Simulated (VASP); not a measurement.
Here is a VASP 6.6.1 calculation.

INCAR

```
  PREC = Accurate
  ENCUT = 600
  EDIFF = 1E-7
  ISMEAR = 0
  SIGMA = 0.1
  LREAL = F
  LASPH = T
  NELM = 60
  ALGO = Normal
  ISIF = 3
  LWAVE = F
  LCHARG = F
  GGA = PE
  IBRION = 2
  NSW = 100
  EDIFFG = -0.01
```

File KPOINTS:

```
Automatic mesh
0
Gamma
  14 14 14
```

Contents of POSCAR:

```
Si2C
1.0
    0.0000000000      2.6815157753      2.6815157753
    2.6815157753      0.0000000000      2.6815157753
    2.6815157753      2.6815157753      0.0000000000
Si C
2 1
Direct
    0.2500000000      0.2500000000      0.2500000000
    0.7500000000      0.7500000000      0.7500000000
    0.5000000000      0.5000000000      0.5000000000
```

Potentials or basis: VASP PAW PBE potentials, release 64 (Si, C).

Run with:

```bash
$ cat potpaw_PBE.64/Si/POTCAR potpaw_PBE.64/C/POTCAR > POTCAR
$ mpirun -np 1 vasp_std > vasp.out
```

(1) Predict the band gap on the k mesh.

(2) Predict the relaxed cell.

(3) Predict the space group after relaxing (to 0.1 Å).

(4) What does it give for the relaxed volume?

Results:

(1) zero (bands 6 and 7 overlap by 2.17 eV).

(2) a = 3.761 Å, b = 3.761 Å, c = 3.761 Å, α = 60.00°, β = 60.00°, γ = 60.00°.

(3) Fm-3m (No. 225).

(4) 12.54 Å³/atom.
